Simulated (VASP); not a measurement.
# Te2Mo in VASP: single point with PBE

Aim: the single point of Te2Mo with PBE.

Everything below comes from runs of VASP 6.6.1. Logs are shortened: lines on timing, memory, paths and dates and some standing lists are left out, and cuts for length are marked.

**1. The cell of the first run**

The cell holds a slab with vacuum, 48 atoms: a = 14.241 Å, b = 14.241 Å, c = 17.882 Å, α = 84.29°, β = 78.52°, γ = 60.00°.

**2. Single point, PBE**

Contents of INCAR:

```
SYSTEM = Te2Mo
ALGO     = Normal         ! electronic algorithm
EDIFF    = 1E-7           ! SCF threshold, eV
ENCUT    = 520            ! plane-wave cutoff, eV
GGA      = PE             ! functional
ISIF     = 2              ! what is computed and relaxed
ISMEAR   = 0              ! smearing method
LASPH    = .True.         ! aspherical terms in the spheres
LCHARG   = .False.        ! write CHGCAR
LREAL    = Auto         
LWAVE    = .False.        ! write WAVECAR
NBANDS   = 238            ! bands
NELM     = 100            ! most SCF steps
PREC     = Accurate       ! precision mode
SIGMA    = 0.05           ! smearing width, eV
```

Contents of KPOINTS:

```
k-points
0
Gamma
  1 1 1
  0 0 0
```

Contents of POSCAR:

```
Te2Mo
1.0
    7.1204640000     12.3330080000      0.0000000000
   14.2409300000      0.0000000000      0.0000000000
    1.7801160000      3.0832520000    -17.5240580000
Te Mo
32 16
Direct
    0.8911310000      0.4166660000      0.1021440000
    0.1411310000      0.4166660000      0.1021440000
    0.1411310000      0.1666660000      0.1021440000
    0.3911310000      0.9166660000      0.1021440000
    0.6411310000      0.9166660000      0.1021440000
    0.8911310000      0.9166660000      0.1021440000
    0.1411310000      0.9166660000      0.1021440000
    0.6411310000      0.6666660000      0.1021440000
    0.8911310000      0.6666660000      0.1021440000
    0.1411310000      0.6666660000      0.1021440000
    0.3911310000      0.4166660000      0.1021440000
    0.6411310000      0.4166660000      0.1021440000
    0.3911310000      0.1666660000      0.1021440000
    0.6411310000      0.1666660000      0.1021440000
    0.8911310000      0.1666660000      0.1021440000
    0.3911310000      0.6666660000      0.1021440000
    0.6922030000      0.4166660000      0.8978560000
    0.9422030000      0.4166660000      0.8978560000
    0.9422030000      0.1666660000      0.8978560000
    0.1922030000      0.9166660000      0.8978560000
    0.4422030000      0.9166660000      0.8978560000
    0.6922030000      0.9166660000      0.8978560000
    0.9422030000      0.9166660000      0.8978560000
    0.4422030000      0.6666660000      0.8978560000
    0.6922030000      0.6666660000      0.8978560000
    0.9422030000      0.6666660000      0.8978560000
    0.1922030000      0.4166660000      0.8978560000
    0.4422030000      0.4166660000      0.8978560000
    0.1922030000      0.1666660000      0.8978560000
    0.4422030000      0.1666660000      0.8978560000
    0.6922030000      0.1666660000      0.8978560000
    0.1922030000      0.6666660000      0.8978560000
    0.5000000000      0.5000000000      0.0000000000
    0.7500000000      0.5000000000      0.0000000000
    0.7500000000      0.2500000000      0.0000000000
    0.0000000000      0.0000000000      0.0000000000
    0.2500000000      0.0000000000      0.0000000000
    0.5000000000      0.0000000000      0.0000000000
    0.7500000000      0.0000000000      0.0000000000
    0.2500000000      0.7500000000      0.0000000000
    0.5000000000      0.7500000000      0.0000000000
    0.7500000000      0.7500000000      0.0000000000
    0.0000000000      0.5000000000      0.0000000000
    0.2500000000      0.5000000000      0.0000000000
    0.0000000000      0.2500000000      0.0000000000
    0.2500000000      0.2500000000      0.0000000000
    0.5000000000      0.2500000000      0.0000000000
    0.0000000000      0.7500000000      0.0000000000
```

Potentials or basis: VASP PAW PBE potentials, release 64 (Te, Mo_sv).

On the command line:

```bash
> cat potpaw_PBE.64/Te/POTCAR potpaw_PBE.64/Mo_sv/POTCAR > POTCAR
> mpirun -np 1 vasp_gam > vasp.out
```

OUTCAR:

```text
SYSTEM = Te2Mo
   EDIFF = 1E-7
   ENCUT = 520
   GGA = PE
   ISIF = 2
   ISMEAR = 0
   LASPH = .True.
   LREAL = Auto
   NELM = 100
   PREC = Accurate

 ion  position               nearest neighbor table
   1  0.891  0.417  0.102-  45 2.73  43 2.73  34 2.73  15 3.56   9 3.56   2 3.56  12 3.56   3 3.56
                             8 3.56  18 3.58
   2  0.141  0.417  0.102-  46 2.73  44 2.73  43 2.73  10 3.56   3 3.56  11 3.56   1 3.56  13 3.56
                             9 3.56  27 3.58
   3  0.141  0.167  0.102-  37 2.73  46 2.73  45 2.73   7 3.56   2 3.56  15 3.56  13 3.56   1 3.56
                             4 3.56  29 3.58
   4  0.391  0.917  0.102-  41 2.73  38 2.73  37 2.73  16 3.56  13 3.56   7 3.56   5 3.56   8 3.56
                             3 3.56  21 3.58
   5  0.641  0.917  0.102-  42 2.73  39 2.73  38 2.73  14 3.56   8 3.56   6 3.56   4 3.56   9 3.56
                            13 3.56  22 3.58
   6  0.891  0.917  0.102-  48 2.73  36 2.73  39 2.73  15 3.56   9 3.56   7 3.56   5 3.56  10 3.56
                            14 3.56  23 3.58
   7  0.141  0.917  0.102-  40 2.73  37 2.73  36 2.73  10 3.56   3 3.56   4 3.56   6 3.56  16 3.56
                            15 3.56  20 3.58
   8  0.641  0.667  0.102-  34 2.73  42 2.73  41 2.73  12 3.56   5 3.56  16 3.56   9 3.56   4 3.56
                             1 3.56  25 3.58
   9  0.891  0.667  0.102-  43 2.73  48 2.73  42 2.73   6 3.56   1 3.56  10 3.56   8 3.56   2 3.56
[... 49 lines left out ...]
  35  0.750  0.250  0.000-  12 2.73  17 2.73  14 2.73  31 2.73  19 2.73  15 2.73
  36  0.000  0.000  0.000-  15 2.73  19 2.73   6 2.73  23 2.73  20 2.73   7 2.73
  37  0.250  0.000  0.000-   3 2.73  29 2.73   7 2.73  20 2.73  21 2.73   4 2.73
  38  0.500  0.000  0.000-  13 2.73  30 2.73   4 2.73  21 2.73  22 2.73   5 2.73
[... 8 lines left out ...]
  47  0.500  0.250  0.000-  11 2.73  28 2.73  13 2.73  30 2.73  31 2.73  14 2.73
  48  0.000  0.750  0.000-   6 2.73  23 2.73   9 2.73  26 2.73  32 2.73  10 2.73

  LATTYP: Found a base centered monoclinic cell.
 ALAT       =    14.2409302331
 B/A-ratio  =     1.7320508698
 C/A-ratio  =     1.2556802098
 COS(beta)  =    -0.1990952776

  Lattice vectors:

 A1 = (   7.1204660000, -12.3330080000,   0.0000000000)
 A2 = ( -14.2409300000,   0.0000000000,   0.0000000000)
 A3 = (   1.7801160000,   3.0832520000, -17.5240580000)

Analysis of symmetry for initial positions (statically):
=====================================================================
 Subroutine PRICEL returns following result:

  LATTYP: Found a hexagonal cell.
 ALAT       =     3.5602325000
 C/A-ratio  =     4.9221667405

  Lattice vectors:

 A1 = (  -3.5602325000,   0.0000000000,   0.0000000000)
 A2 = (   1.7801160000,   3.0832520000,   0.0000000000)
 A3 = (   0.0000000000,   0.0000000000, -17.5240580000)

  16 primitive cells build up your supercell.
[... 121 lines left out ...]
   PSTRESS=    0.0 pullay stress
   NELECT =     416.0000    total number of electrons
   NUPDOWN=      -1.0000    fix difference up-down
   EMIN   =  10.00;   EMAX   =-10.00  energy-range for DOS
   EFERMI =   0.00;   METHOD = LEGACY
   ISMEAR =     0;   SIGMA  =   0.05  broadening in eV -4-tet -1-fermi 0-gaus
   EFERMI_NEDOS =   21; number of points for ismear=-14 and -15
   IALGO  =     38    algorithm
   IMIX   =      4    mixing-type and parameters
     AMIX     =   0.40;   BMIX     =  1.00
     AMIX_MAG =   1.60;   BMIX_MAG =  1.00
  volume/ion in A,a.u.               =      64.12       432.71
  Fermi-wavevector in a.u.,A,eV,Ry     =   0.840153  1.587660  9.603778  0.705858
  Thomas-Fermi vector in A             =   1.954489
   LORBIT       =      0    0 simple, 1 ext, 2 COOP (PROOUT), +10 PAW based schemes
   GGA     = PE    functional components
   LHFCALC =     F    Hartree Fock is set to
   AEXX    =    0.0000 exact exchange contribution
   IVDW    =     0    specifies the selected vdW correction
   LEPSILON=     F    determine dielectric tensor
   LRPA    =     F    only Hartree local field effects (RPA)
 non-spin polarized calculation
 Gauss-broadening in eV      SIGMA  =   0.05
  energy-cutoff  :      520.00
  volume of cell :     3077.81
 maximum number of plane-waves:     41423
 NGX is ok and might be reduce to   108
   NGX = 53   NGY = 53   NGZ = 67

 number of electron     416.0000062 magnetization

 Free energy of the ion-electron system (eV)
  ---------------------------------------------------
  ext. energy  EPLUGINS =         0.00000000
  ---------------------------------------------------
  free energy    TOTEN  =      -289.09609481 eV

  energy without entropy =     -289.09609481  energy(sigma->0) =     -289.09609481

 E-fermi :   0.1797     XC(G=0):  -4.7306

 val. band max:       -0.2080229203   @ k =   0.0000   0.0000   0.0000
 cond. band min:       1.4963149443   @ k =   0.0000   0.0000   0.0000
 fundamental gap:      1.7043378646
 Fermi energy:         0.1796919771

 k-point     1 :       0.0000    0.0000    0.0000
  band No.  band energies     occupation
      1     -60.5555      2.00000
      2     -60.5513      2.00000
      3     -60.5513      2.00000
      4     -60.5513      2.00000
      5     -60.5513      2.00000
      6     -60.5513      2.00000
[... 212 lines left out ...]
    219       1.6733      0.00000
    220       1.6733      0.00000
 [bands above 220 left out]

------------------------ aborting loop because EDIFF is reached ----------------------------------------

  FORCE on cell =-STRESS in cart. coord.  units (eV):
  Direction    XX          YY          ZZ          XY          YZ          ZX
  --------------------------------------------------------------------------------------
  -------------------------------------------------------------------------------------
  Total        1.5626545      1.5190285     13.5015254     -0.0377815     -0.0330979     -0.0191093
  in kB        0.8134512      0.7907414      7.0283175     -0.0196674     -0.0172293     -0.0099475
  external PRESSURE =       2.8775034 kB  Pullay stress =       0.0000000 kB

 VOLUME and BASIS-vectors are now :
 -----------------------------------------------------------------------------
  energy-cutoff  :      520.00
  volume of cell :     3077.81
      direct lattice vectors                 reciprocal lattice vectors
     7.120464000 12.333008000  0.000000000     0.000000000  0.081083220  0.014266102
    14.240930000  0.000000000  0.000000000     0.070220133 -0.040541604  0.000000000
     1.780116000  3.083252000-17.524058000     0.000000000  0.000000000 -0.057064408

 POSITION                                       TOTAL-FORCE (eV/Angst)
 -----------------------------------------------------------------------------------
     12.46081     11.30526     -1.78998         0.000466      0.000689     -0.239101
      7.12046      2.05551     -1.78998         0.000466      0.000689     -0.239101
      3.56023      2.05551     -1.78998         0.000466      0.000689     -0.239101
     16.02104      5.13876     -1.78998         0.000466      0.000689     -0.239101
     17.80115      8.22201     -1.78998         0.000466      0.000689     -0.239101
     19.58127     11.30526     -1.78998         0.000466      0.000689     -0.239101
[... 40 lines left out ...]
      7.12046      6.16650      0.00000        -0.000102      0.000059      0.000000
     10.68070      0.00000      0.00000        -0.000102      0.000059      0.000000
 -----------------------------------------------------------------------------------
    total drift:                                0.008101     -0.004569     -0.000000

  FREE ENERGIE OF THE ION-ELECTRON SYSTEM (eV)
  ---------------------------------------------------
  free  energy   TOTEN  =      -289.0960948138 eV

  energy  without entropy=     -289.0960948138  energy(sigma->0) =     -289.09609481
```

It took 58 min on 1 thread of AMD EPYC 7R13, shared host; peak memory 2.3 GiB.

Results:

```yaml
Free_energy: -289.0961 eV
Largest_force: 0.239 eV/Å
Band_gap_on_the_k_mesh: 1.70 eV
```

Forces on the atoms (eV/Å):
```
Te   0.000  0.001 -0.239
Te   0.000  0.001 -0.239
Te   0.000  0.001 -0.239
Te   0.000  0.001 -0.239
Te   0.000  0.001 -0.239
Te   0.000  0.001 -0.239
Te   0.000  0.001 -0.239
Te   0.000  0.001 -0.239
Te   0.000  0.001 -0.239
Te   0.000  0.001 -0.239
Te   0.000  0.001 -0.239
Te   0.000  0.001 -0.239
Te   0.000  0.001 -0.239
Te   0.000  0.001 -0.239
Te   0.000  0.001 -0.239
Te   0.000  0.001 -0.239
Te   0.000 -0.001  0.239
Te   0.000 -0.001  0.239
Te   0.000 -0.001  0.239
Te   0.000 -0.001  0.239
Te   0.000 -0.001  0.239
Te   0.000 -0.001  0.239
Te   0.000 -0.001  0.239
Te   0.000 -0.001  0.239
Te   0.000 -0.001  0.239
Te   0.000 -0.001  0.239
Te   0.000 -0.001  0.239
Te   0.000 -0.001  0.239
Te   0.000 -0.001  0.239
Te   0.000 -0.001  0.239
Te   0.000 -0.001  0.239
Te   0.000 -0.001  0.239
Mo   0.000  0.000  0.000
Mo   0.000  0.000  0.000
Mo   0.000  0.000  0.000
Mo   0.000  0.000  0.000
Mo   0.000  0.000  0.000
Mo   0.000  0.000  0.000
Mo   0.000  0.000  0.000
Mo   0.000  0.000  0.000
Mo   0.000  0.000  0.000
Mo   0.000  0.000  0.000
Mo   0.000  0.000  0.000
Mo   0.000  0.000  0.000
Mo   0.000  0.000  0.000
Mo   0.000  0.000  0.000
Mo   0.000  0.000  0.000
Mo   0.000  0.000  0.000
```

Caveat: the k points lie up to 0.52 Å⁻¹ apart; there is no dipole correction, which matters where the two faces differ; spin-orbit coupling is left out, which moves the levels of the heavy elements.
